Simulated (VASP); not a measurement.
# BP (F-43m) in VASP: notebook

The runs below take BP through single point, relaxation of cell and atoms, with PBEsol.

All numbers are computed with VASP 6.6.1; they aren't measurements. Logs are shortened: lines on timing, memory, paths and dates and some standing lists are left out, and cuts for length are marked.

### 1 The cell of the first run

Symmetry: F-43m, No. 216, cubic system. Conventional cell: a = 4.530 Å, b = 4.530 Å, c = 4.530 Å, α = 90.00°, β = 90.00°, γ = 90.00°. Within 2.6 Å of B (site symmetry -43m) lie 4 P at 1.96 Å. Within 2.6 Å of P (site symmetry -43m) lie 4 B at 1.96 Å.

### 2 Single point, PBEsol

Input file INCAR:

```
PREC     = Accurate       # precision mode
ENCUT    = 500            # plane-wave cutoff, eV
EDIFF    = 1E-6           # SCF threshold, eV
ISMEAR   = 0              # smearing method
SIGMA    = 0.01           # smearing width, eV
LREAL    = False          # projectors in reciprocal space
LASPH    = True           # aspherical terms in the spheres
NELM     = 120            # most SCF steps
ALGO     = Normal         # electronic algorithm
ISIF     = 2              # what is computed and relaxed
LWAVE    = False          # write WAVECAR
LCHARG   = True           # write CHGCAR
GGA      = PS             # functional
LELF     = True           # ELF
LVHAR    = True         
NBANDS   = 11             # bands
GGA_COMPAT= False
```

Input file KPOINTS:

```
regular mesh
0
Gamma
  4 4 4
```

Input file POSCAR:

```
BP
1.0
    0.0000000000      2.2651130381      2.2651130381
    2.2651130381      0.0000000000      2.2651130381
    2.2651130381      2.2651130381      0.0000000000
B P
1 1
Direct
    0.0000000000      0.0000000000      0.0000000000
    0.2500000000      0.2500000000      0.2500000000
```

Potentials or basis: VASP PAW PBE potentials, release 64 (B, P).

On the command line:

```
$ cat potpaw_PBE.64/B/POTCAR potpaw_PBE.64/P/POTCAR > POTCAR
$ mpirun -np 1 vasp_std > vasp.out
```

OUTCAR:

```text
PREC = Accurate
   ENCUT = 500
   EDIFF = 1E-6
   ISMEAR = 0
   LREAL = False
   LASPH = True
   NELM = 120
   ISIF = 2
   GGA = PS

 ion  position               nearest neighbor table
   1  0.000  0.000  0.000-   2 1.96   2 1.96   2 1.96   2 1.96
   2  0.250  0.250  0.250-   1 1.96   1 1.96   1 1.96   1 1.96

  LATTYP: Found a face centered cubic cell.
 ALAT       =     4.5302260762

  Lattice vectors:

 A1 = (   0.0000000000,   2.2651130381,   2.2651130381)
 A2 = (   2.2651130381,   0.0000000000,   2.2651130381)
 A3 = (   2.2651130381,   2.2651130381,   0.0000000000)

Analysis of symmetry for initial positions (statically):
=====================================================================
 Subroutine PRICEL returns:
 Original cell was already a primitive cell.

 Routine SETGRP: Setting up the symmetry group for a
 face centered cubic supercell.

 Subroutine GETGRP returns: Found 24 space group operations
 (whereof 24 operations were pure point group operations)
 out of a pool of 48 trial point group operations.

The static configuration has the point symmetry T_d .

Analysis of symmetry for dynamics (positions and initial velocities):
=====================================================================
 Subroutine PRICEL returns:
 Original cell was already a primitive cell.

 Routine SETGRP: Setting up the symmetry group for a
 face centered cubic supercell.

 Subroutine GETGRP returns: Found 24 space group operations
 (whereof 24 operations were pure point group operations)
 out of a pool of 48 trial point group operations.

The dynamic configuration has the point symmetry T_d .

 Subroutine INISYM returns: Found 24 space group operations
 (whereof 24 operations are pure point group operations),
 and found     1 'primitive' translations

----------------------------------------------------------------------------------------

                                     Primitive cell

  volume of cell :      23.2434

  direct lattice vectors                    reciprocal lattice vectors
     0.000000000  2.265113038  2.265113038    -0.220739536  0.220739536  0.220739536
     2.265113038  0.000000000  2.265113038     0.220739536 -0.220739536  0.220739536
     2.265113038  2.265113038  0.000000000     0.220739536  0.220739536 -0.220739536

  length of vectors
     3.203353579  3.203353579  3.203353579     0.382332091  0.382332091  0.382332091

  position of ions in fractional coordinates (direct lattice)
[... 68 lines left out ...]
   ISIF   =      2    stress and relaxation
   ISYM   =      2    0-nonsym 1-usesym 2-fastsym
   POTIM  = 0.5000    time-step for ionic-motion
   TEBEG  =    0.0;   TEEND  =   0.0 temperature during run
   PSTRESS=    0.0 pullay stress
   NELECT =       8.0000    total number of electrons
   NUPDOWN=      -1.0000    fix difference up-down
   EMIN   =  10.00;   EMAX   =-10.00  energy-range for DOS
   EFERMI =   0.00;   METHOD = LEGACY
   ISMEAR =     0;   SIGMA  =   0.01  broadening in eV -4-tet -1-fermi 0-gaus
   EFERMI_NEDOS =   21; number of points for ismear=-14 and -15
   IALGO  =     38    algorithm
   IMIX   =      4    mixing-type and parameters
     AMIX     =   0.40;   BMIX     =  1.00
     AMIX_MAG =   1.60;   BMIX_MAG =  1.00
  volume/ion in A,a.u.               =      11.62        78.43
  Fermi-wavevector in a.u.,A,eV,Ry     =   1.147286  2.168056 17.908868  1.316265
  Thomas-Fermi vector in A             =   2.283966
   LORBIT       =      0    0 simple, 1 ext, 2 COOP (PROOUT), +10 PAW based schemes
   GGA     = PS    functional components
   LHFCALC =     F    Hartree Fock is set to
   AEXX    =    0.0000 exact exchange contribution
   IVDW    =     0    specifies the selected vdW correction
   LEPSILON=     F    determine dielectric tensor
   LRPA    =     F    only Hartree local field effects (RPA)
 non-spin polarized calculation
 Gauss-broadening in eV      SIGMA  =   0.01
  energy-cutoff  :      500.00
  volume of cell :       23.24
 maximum number of plane-waves:       609
   NGX = 11   NGY = 11   NGZ = 11

 number of electron       8.0000000 magnetization

 Free energy of the ion-electron system (eV)
  ---------------------------------------------------
  ext. energy  EPLUGINS =         0.00000000
  ---------------------------------------------------
  free energy    TOTEN  =       -13.49396276 eV

  energy without entropy =      -13.49396276  energy(sigma->0) =      -13.49396276

 E-fermi :   7.5530     XC(G=0): -11.0517

 val. band max:        7.5089540200   @ k =   0.0000   0.0000   0.0000
 cond. band min:       8.6979935097   @ k =   0.5000   0.5000   0.0000
 fundamental gap:      1.1890394896
 Fermi energy:         7.5529800657

 k-point     1 :       0.0000    0.0000    0.0000
  band No.  band energies     occupation
      1      -8.0515      2.00000
      2       7.5090      2.00000
      3       7.5090      2.00000
      4       7.5090      2.00000
      5      10.8533      0.00000
      6      10.8533      0.00000
      7      10.8533      0.00000
      8      14.9279      0.00000
      9      18.7635      0.00000
     10      19.6186      0.00000
     11      19.6186      0.00000
[... 85 lines left out ...]
 k-point     8 :      -0.2500    0.5000    0.2500
  band No.  band energies     occupation
      1      -2.8546      2.00000
      2      -0.5738      2.00000
      3       1.7125      2.00000
      4       1.9208      2.00000
      5      12.7368      0.00000
      6      14.1452      0.00000
      7      14.7237      0.00000
      8      14.9457      0.00000
      9      20.3525      0.00000
     10      23.7357      0.00000
     11      23.8761      0.00000

------------------------ aborting loop because EDIFF is reached ----------------------------------------

  FORCE on cell =-STRESS in cart. coord.  units (eV):
  Direction    XX          YY          ZZ          XY          YZ          ZX
  --------------------------------------------------------------------------------------
  -------------------------------------------------------------------------------------
  Total        0.0158130      0.0158130      0.0158130      0.0000000      0.0000000      0.0000000
  in kB        1.0899980      1.0899980      1.0899980      0.0000000      0.0000000      0.0000000
  external PRESSURE =       1.0899980 kB  Pullay stress =       0.0000000 kB

 VOLUME and BASIS-vectors are now :
 -----------------------------------------------------------------------------
  energy-cutoff  :      500.00
  volume of cell :       23.24
      direct lattice vectors                 reciprocal lattice vectors
     0.000000000  2.265113038  2.265113038    -0.220739536  0.220739536  0.220739536
     2.265113038  0.000000000  2.265113038     0.220739536 -0.220739536  0.220739536
     2.265113038  2.265113038  0.000000000     0.220739536  0.220739536 -0.220739536

 POSITION                                       TOTAL-FORCE (eV/Angst)
 -----------------------------------------------------------------------------------
      0.00000      0.00000      0.00000        -0.000000     -0.000000     -0.000000
      1.13256      1.13256      1.13256         0.000000      0.000000      0.000000
 -----------------------------------------------------------------------------------
    total drift:                                0.000000      0.000000      0.000000

  FREE ENERGIE OF THE ION-ELECTRON SYSTEM (eV)
  ---------------------------------------------------
  free  energy   TOTEN  =       -13.4939627639 eV

  energy  without entropy=      -13.4939627639  energy(sigma->0) =      -13.49396276
```

Wall time 5.6 s (1 thread of Intel Xeon 8259CL, shared host); peak memory 0.13 GiB.

Results:

| Property | Result |
| --- | --- |
| Free energy | -13.4940 eV |
| Pressure | 0.1 GPa |
| Band gap on the k mesh | 1.19 eV, indirect (least direct gap 3.34 eV) |

Caveat: the k points lie up to 0.60 Å⁻¹ apart; the PAW data sets were made with another functional, which shifts forces and pressure a little.

(Part 1 of 2 ends here.)
